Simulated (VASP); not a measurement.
# TePb (rocksalt type) (Fm-3m) in VASP: further runs, part 2 of 2

VASP 6.6.1. Earlier steps stand in the parts before.

## Step 5: Relaxation of cell and atoms, PBE

This run uses another cell than the first one, of 29.37 Å³/atom.

The input, INCAR:

```
  ALGO = Normal
  EDIFF = 1E-6
  EDIFFG = -0.005
  ENCUT = 600
  GGA = PE
  IBRION = 2
  ISIF = 3
  ISMEAR = -1
  LASPH = T
  LCHARG = F
  LREAL = F
  LWAVE = F
  NELM = 80
  NSW = 60
  PREC = Accurate
  SIGMA = 0.1
```

The input, KPOINTS:

```
k-points
0
Gamma
  11 11 11
```

The input, POSCAR:

```
TePb
1.0
    0.0000000000      3.0853790180      3.0853790180
    3.0853790180      0.0000000000      3.0853790180
    3.0853790180      3.0853790180      0.0000000000
Pb Te
1 1
Direct
    0.0000000000      0.0000000000      0.0000000000
    0.5000000000      0.5000000000      0.5000000000
```

Launch:

```sh
$ cat potpaw_PBE.64/Pb_d/POTCAR potpaw_PBE.64/Te/POTCAR > POTCAR
$ mpirun -np 1 vasp_std > vasp.out
```

It took 4.3 min on 1 thread of Intel Xeon 8259CL, shared host; peak memory 0.26 GiB.

It converged, with:

| Item | Value |
| --- | --- |
| Free energy | -7.5210 eV |
| Relaxed volume | 35.39 Å³/atom |
| Relaxed cell | a = 4.643 Å, b = 4.643 Å, c = 4.643 Å, α = 60.00°, β = 60.00°, γ = 60.00° |
| Space group after relaxing (to 0.1 Å) | Fm-3m (No. 225) |
| Energy gained by relaxing | 174.7 meV/atom |
| Ionic steps | 5 |
| Pressure after relaxing | 0.0 GPa |

The path:
| step | energy change (eV) | largest force (eV/Å) | pressure (GPa) | volume (Å³) |
| --- | --- | --- | --- | --- |
| 1 | 0.0000 | 0.0000 | 10.99 | 58.74 |
| 2 | -0.2831 | 0.0000 | -2.86 | 77.60 |
| 3 | -0.3494 | 0.0000 | 0.07 | 70.72 |
| 4 | -0.3493 | 0.0000 | -0.09 | 70.97 |
| 5 | -0.3494 | 0.0000 | 0.02 | 70.78 |

Final structure:
```
Pb Te
1.0
     0.00000    3.28312    3.28312
     3.28312    0.00000    3.28312
     3.28312    3.28312    0.00000
Pb Te
1 1
Direct
  0.00000 0.00000 0.00000
  0.50000 0.50000 0.50000
```

Levels at points of the mesh, in eV from the Fermi level:
```csv
k point,band 8,band 9,band 10,band 11,band 12,band 13
"(0.00, 0.00, 0.00)",-1.65,-1.65,-1.65,3.54,3.54,3.54
```

Caveat: this odd mesh misses L, so gap, dielectric constants and Born charges aren't listed; the volume moved by over 15 % at a fixed basis, so the end points are rough; spin-orbit coupling is left out, which moves the levels of the heavy elements.

## Step 6: Relaxation of cell and atoms, PBE, target pressure 31 GPa, at which the enthalpy is minimised

The input, INCAR:

```
SYSTEM = TePb
PREC = Accurate
ENCUT = 600
EDIFF = 1E-6
ISMEAR = -1
SIGMA = 0.1
LREAL = .False.
LASPH = .True.
NELM = 80
ALGO = Normal
ISIF = 3
LWAVE = .False.
LCHARG = .False.
GGA = PE
IBRION = 2
NSW = 60
EDIFFG = -0.005
PSTRESS = 310.0
```

The input, KPOINTS:

```
regular mesh
0
Gamma
  12 12 12
  0 0 0
```

The input, POSCAR:

```
TePb
1.0
    0.0000000000      2.9155354745      2.9155354745
    2.9155354745      0.0000000000      2.9155354745
    2.9155354745      2.9155354745      0.0000000000
Pb Te
1 1
Direct
    0.0000000000      0.0000000000      0.0000000000
    0.5000000000      0.5000000000      0.5000000000
```

Potentials or basis: VASP PAW PBE potentials, release 64 (Pb_d, Te).

Launch:

```sh
$ cat potpaw_PBE.64/Pb_d/POTCAR potpaw_PBE.64/Te/POTCAR > POTCAR
$ mpirun -np 1 vasp_std > vasp.out
```

OUTCAR:

```text
SYSTEM = TePb
   PREC = Accurate
   ENCUT = 600
   EDIFF = 1E-6
   ISMEAR = -1
   LREAL = .False.
   LASPH = .True.
   NELM = 80
   ISIF = 3
   GGA = PE
   IBRION = 2
   NSW = 60
   EDIFFG = -0.005
   PSTRESS = 310.0

 ion  position               nearest neighbor table
   1  0.000  0.000  0.000-   2 2.92   2 2.92   2 2.92   2 2.92   2 2.92   2 2.92
   2  0.500  0.500  0.500-   1 2.92   1 2.92   1 2.92   1 2.92   1 2.92   1 2.92

  LATTYP: Found a face centered cubic cell.
 ALAT       =     5.8310709490

  Lattice vectors:

 A1 = (   0.0000000000,   2.9155354745,   2.9155354745)
 A2 = (   2.9155354745,   0.0000000000,   2.9155354745)
 A3 = (   2.9155354745,   2.9155354745,   0.0000000000)

Analysis of symmetry for initial positions (statically):
=====================================================================
 Subroutine PRICEL returns:
 Original cell was already a primitive cell.

 Routine SETGRP: Setting up the symmetry group for a
 face centered cubic supercell.

 Subroutine GETGRP returns: Found 48 space group operations
 (whereof 48 operations were pure point group operations)
 out of a pool of 48 trial point group operations.

The static configuration has the point symmetry O_h .

Analysis of symmetry for dynamics (positions and initial velocities):
=====================================================================
 Subroutine PRICEL returns:
 Original cell was already a primitive cell.

 Routine SETGRP: Setting up the symmetry group for a
 face centered cubic supercell.

 Subroutine GETGRP returns: Found 48 space group operations
 (whereof 48 operations were pure point group operations)
 out of a pool of 48 trial point group operations.

The dynamic configuration has the point symmetry O_h .

 Subroutine INISYM returns: Found 48 space group operations
 (whereof 48 operations are pure point group operations),
 and found     1 'primitive' translations

----------------------------------------------------------------------------------------

[... 134 lines left out ...]

 Free energy of the ion-electron system (eV)
  ---------------------------------------------------
  ext. energy  EPLUGINS =         0.00000000
  ---------------------------------------------------
  free energy    TOTEN  =        -6.04842927 eV

  energy without entropy =       -6.04381814  energy(sigma->0) =       -6.04612370

------------------------ aborting loop because EDIFF is reached ----------------------------------------

  FORCE on cell =-STRESS in cart. coord.  units (eV):
  Direction    XX          YY          ZZ          XY          YZ          ZX
  --------------------------------------------------------------------------------------
  -------------------------------------------------------------------------------------
  Total        9.5066333      9.5066333      9.5066333      0.0000000      0.0000000      0.0000000
  in kB      307.2927684    307.2927684    307.2927684      0.0000000      0.0000000      0.0000000
  external PRESSURE =      -2.7072316 kB  Pullay stress =     310.0000000 kB
[... 63 lines left out ...]
--------------------------------------- Ionic step        3  -------------------------------------------

 number of electron      19.9999999 magnetization

 Free energy of the ion-electron system (eV)
  ---------------------------------------------------
  ext. energy  EPLUGINS =         0.00000000
  ---------------------------------------------------
  free energy    TOTEN  =        -6.03140672 eV

  energy without entropy =       -6.02671981  energy(sigma->0) =       -6.02906326

 E-fermi :  10.4211     XC(G=0): -10.7745

 val. band max:       10.3304758469   @ k =   0.5000   0.0000   0.0000
 cond. band min:      10.5732659295   @ k =   0.5000   0.0000   0.0000
 fundamental gap:      0.2427900827
 Fermi energy:        10.4211146892

 k-point     1 :       0.0000    0.0000    0.0000
  band No.  band energies     occupation
      1      -7.2852      2.00000
      2      -7.2852      2.00000
      3      -7.2423      2.00000
      4      -7.2423      2.00000
      5      -7.2423      2.00000
      6      -4.8326      2.00000
      7       5.7813      2.00000
      8       7.6275      2.00000
      9       7.6275      2.00000
     10       7.6275      2.00000
     11      14.6153      0.00000
     12      14.6153      0.00000
     13      14.6153      0.00000
     14      15.2993      0.00000
[... 377 lines left out ...]
      1      -7.3942      2.00000
      2      -7.3363      2.00000
      3      -7.2367      2.00000
      4      -7.1982      2.00000
      5      -7.1829      2.00000
      6      -2.1757      2.00000
      7      -0.1363      2.00000
      8       5.9063      2.00000
      9       7.5887      2.00000
     10       8.6467      2.00000
     11      11.8372      0.00000
     12      12.0115      0.00000
     13      14.3018      0.00000
     14      17.2183      0.00000

 [... further k-points ...]

------------------------ aborting loop because EDIFF is reached ----------------------------------------

  FORCE on cell =-STRESS in cart. coord.  units (eV):
  Direction    XX          YY          ZZ          XY          YZ          ZX
  --------------------------------------------------------------------------------------
  -------------------------------------------------------------------------------------
  Total        9.5754191      9.5754191      9.5754191      0.0000000      0.0000000     -0.0000000
  in kB      310.0689830    310.0689830    310.0689830      0.0000000      0.0000000     -0.0000000
  external PRESSURE =       0.0689830 kB  Pullay stress =     310.0000000 kB
[... 21 lines left out ...]
  energy  without entropy=       -6.0267198094  energy(sigma->0) =       -6.02906326

  enthalpy is  TOTEN    =         3.5418820922 eV   P V=        9.5732888102

 reached required accuracy - stopping structural energy minimisation
```

OSZICAR:

```text
N       E                     dE             d eps       ncg     rms          rms(c)
DAV:   1     0.161263416025E+03    0.16126E+03   -0.10456E+04  2024   0.168E+03
DAV:   2     0.506895974135E+01   -0.15619E+03   -0.15305E+03  2082   0.377E+02
DAV:   3    -0.584408492260E+01   -0.10913E+02   -0.10726E+02  2694   0.101E+02
DAV:   4    -0.610045320254E+01   -0.25637E+00   -0.25616E+00  2492   0.169E+01
[... 20 lines left out ...]
DAV:   2    -0.603191059342E+01    0.27395E-02   -0.56463E-03  2496   0.166E+00    0.115E-01
DAV:   3    -0.603141429188E+01    0.49630E-03   -0.18835E-03  2574   0.866E-01    0.192E-02
DAV:   4    -0.603141012092E+01    0.41710E-05   -0.44682E-05  2040   0.669E-02    0.199E-02
DAV:   5    -0.603140766218E+01    0.24587E-05   -0.70549E-06  2724   0.278E-02    0.956E-03
DAV:   6    -0.603140671799E+01    0.94419E-06   -0.65698E-07  1128   0.105E-02
   3 F= 0.35418821E+01 E0= 0.35442255E+01  d E =-.748544E-04
```

CONTCAR:

```text
TePb
   1.00000000000000
     0.0000000000000000    2.9138018720094934    2.9138018720094934
     2.9138018720094934    0.0000000000000000    2.9138018720094934
     2.9138018720094934    2.9138018720094934    0.0000000000000000
  Pb              Te
     1     1
Direct
     0.0000000000000000    0.0000000000000000    0.0000000000000000
     0.5000000000000000    0.5000000000000000    0.5000000000000000

  0.00000000E+00  0.00000000E+00  0.00000000E+00
  0.00000000E+00  0.00000000E+00  0.00000000E+00
```

Run time: 2.9 min. Hardware: 1 thread of Intel Xeon 8259CL, shared host; peak memory 0.25 GiB.

Results:

| Quantity | Value |
| --- | --- |
| Free energy | -6.0314 eV |
| Relaxed volume | 24.74 Å³/atom |
| Relaxed cell | a = 4.121 Å, b = 4.121 Å, c = 4.121 Å, α = 60.00°, β = 60.00°, γ = 60.00° |
| Space group after relaxing (to 0.1 Å) | Fm-3m (No. 225) |
| Energy change on relaxing (the run minimises the enthalpy) | +8.5 meV/atom |
| Ionic steps | 3 |
| Pressure after relaxing | 31.0 GPa |
| Band gap on the k mesh | 0.24 eV |

The path:
| step | energy change (eV) | largest force (eV/Å) | pressure (GPa) | volume (Å³) |
| --- | --- | --- | --- | --- |
| 1 | 0.0000 | 0.0000 | 30.73 | 49.57 |
| 2 | 0.0584 | 0.0000 | 31.68 | 49.27 |
| 3 | 0.0170 | 0.0000 | 31.01 | 49.48 |

Final structure:
```xyz
2
Lattice="0.0000 2.9138 2.9138 2.9138 0.0000 2.9138 2.9138 2.9138 0.0000" Properties=species:S:1:pos:R:3 pbc="T T T"
Pb    0.0000    0.0000    0.0000
Te    2.9138    2.9138    2.9138
```

Caveat: the cell is relaxed towards a set pressure, so the run minimises the enthalpy, not the energy; spin-orbit coupling is left out, which moves the levels of the heavy elements.

## Step 7: Relaxation of cell and atoms, PBE, target pressure 31 GPa, at which the enthalpy is minimised

The input, INCAR:

```
SYSTEM = TePb
PREC = Accurate
ENCUT = 600
EDIFF = 1E-6
ISMEAR = -1
SIGMA = 0.1
LREAL = .FALSE.
LASPH = .TRUE.
NELM = 100
ALGO = Normal
ISIF = 3
LWAVE = .FALSE.
LCHARG = .FALSE.
GGA = PE
IBRION = 2
NSW = 32
EDIFFG = -0.005
PSTRESS = 310.0
```

The input, KPOINTS:

```
regular mesh
0
G
  12 12 12
  0 0 0
```

The input, POSCAR:

```
TePb
1.0
    0.0000000000      2.9138817200      2.9138817200
    2.9138817200      0.0000000000      2.9138817200
    2.9138817200      2.9138817200      0.0000000000
Pb Te
1 1
Direct
    0.0000000000      0.0000000000      0.0000000000
    0.5000000000      0.5000000000      0.5000000000
```

Launch:

```sh
$ cat potpaw_PBE.64/Pb_d/POTCAR potpaw_PBE.64/Te/POTCAR > POTCAR
$ mpirun -np 1 vasp_std > vasp.out
```

It took 77 s on 1 thread of Intel Xeon 8259CL, shared host; peak memory 0.25 GiB.

The run converged. Its results:

| Property | Result |
| --- | --- |
| Free energy | -6.0322 eV |
| Pressure after relaxing | 31.0 GPa |
| Band gap on the k mesh | 0.24 eV |

Final structure:
```cif
data_structure
_symmetry_space_group_name_H-M 'P 1'
_symmetry_Int_Tables_number 1
_cell_length_a 4.1209
_cell_length_b 4.1209
_cell_length_c 4.1209
_cell_angle_alpha 60.000
_cell_angle_beta 60.000
_cell_angle_gamma 60.000
_cell_volume 49.48
loop_
_atom_site_label
_atom_site_type_symbol
_atom_site_fract_x
_atom_site_fract_y
_atom_site_fract_z
_atom_site_occupancy
Pb1 Pb 0.00000 0.00000 0.00000 1
Te1 Te 0.50000 0.50000 0.50000 1
```

Levels at points of the mesh, in eV from the valence-band top:
```
           k point  band 7  band 8  band 9  band 10  band 11  band 12  band 13  band 14
(0.00, 0.00, 0.00)   -4.55   -2.70   -2.70    -2.70     4.28     4.28     4.28     4.97
(0.50, 0.00, 0.00)  -10.80   -1.91   -1.91     0.00     0.24     0.28     0.28     8.80
(0.50, 0.50, 0.00)   -7.93   -7.36   -4.90    -4.90     1.74     6.66     6.66     8.56
```

Caveat: the relaxation stopped at its first step, so nothing moved; the cell is relaxed towards a set pressure, so the run minimises the enthalpy, not the energy; spin-orbit coupling is left out, which moves the levels of the heavy elements.

## Step 8: Overview

```tsv
task	cell	k mesh	cutoff (eV)	gap on the mesh (eV)	pressure (GPa)
single point	a = 4.123 Å, angles 60.0°, 2 atoms	12 × 12 × 12	520	0.24	30.7
single point	a = 4.121 Å, angles 60.0°, 2 atoms	12 × 12 × 12	520	0.24	31.0
single point	a = 4.644 Å, angles 60.0°, 2 atoms	11 × 11 × 11	520	-	0.0
relaxation of cell and atoms	relaxed from a = 4.363 Å, angles 60.0°, 2 atoms	11 × 11 × 11	600	-	0.0
relaxation of cell and atoms	relaxed to 31 GPa from a = 4.123 Å, angles 60.0°, 2 atoms	12 × 12 × 12	600	0.24	31.0
relaxation of cell and atoms	relaxed to 31 GPa from a = 4.121 Å, angles 60.0°, 2 atoms	12 × 12 × 12	600	0.24	31.0
```

Alike in all rows: level PBE; potentials or basis VASP PAW PBE potentials, release 64 (Pb_d, Te); no spin polarisation; smearing fermi-dirac 0.1 eV.

Caveats: spin-orbit coupling is left out, which moves the levels of the heavy elements; the cell stands under pressure (at least some runs); the cell is relaxed towards a set pressure, so the run minimises the enthalpy, not the energy (at least some runs); the volume moved by over 15 % at a fixed basis, so the end points are rough (at least some runs); the relaxation stopped at its first step, so nothing moved (at least some runs).

Absolute energies hang on the potentials; compare differences alone.
